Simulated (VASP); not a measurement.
Wanted: the native input for a VASP 6.6.1 run.

```yaml
Task: single point
Functional: PBE
Dispersion: D3(BJ)
Potentials_or_basis: VASP PAW PBE potentials, release 64 (Al)
Cutoff: 520 eV
k_mesh: 18 × 18 × 18
Occupations: gaussian, width 0.1 eV
Spin: no spin polarisation
Dipole_correction: no
Further_INCAR_settings: ALGO = Fast; EDIFF = 1e-07; NBANDS = 8
```

The structure of Al lies in POSCAR:

```
Al
1.0
    0.0000000000      2.0110841355      2.0110841355
    2.0110841355      0.0000000000      2.0110841355
    2.0110841355      2.0110841355      0.0000000000
Al
1
Direct
    0.0000000000      0.0000000000      0.0000000000
```

This cell differs from its parent crystal: volume scaled by 1.03.

The input as run:

INCAR

```
SYSTEM = Al
  PREC = Accurate
  ENCUT = 520
  EDIFF = 1E-7
  ISMEAR = 0
  SIGMA = 0.1
  LREAL = .FALSE.
  LASPH = .TRUE.
  NELM = 80
  ALGO = Fast
  ISIF = 2
  LWAVE = .FALSE.
  LCHARG = .FALSE.
  GGA = PE
  IVDW = 12
  NBANDS = 8
```

KPOINTS

```
Automatic mesh
0
G
  18 18 18
  0 0 0
```

Potentials or basis: VASP PAW PBE potentials, release 64 (Al).

Run with:

```sh
$ cat potpaw_PBE.64/Al/POTCAR > POTCAR
$ mpirun -np 1 vasp_std > vasp.out
```

It gave:

The pressure is -2.4 GPa and the dispersion energy per atom is -0.341 eV.

Caveat: pairwise dispersion overbinds metals, which lowers pressure and volume.

It took 13 s on 1 thread of Intel(R) Xeon(R) Platinum 8488C (Sapphire Rapids), with other jobs on the host, peak memory 0.15 GiB.
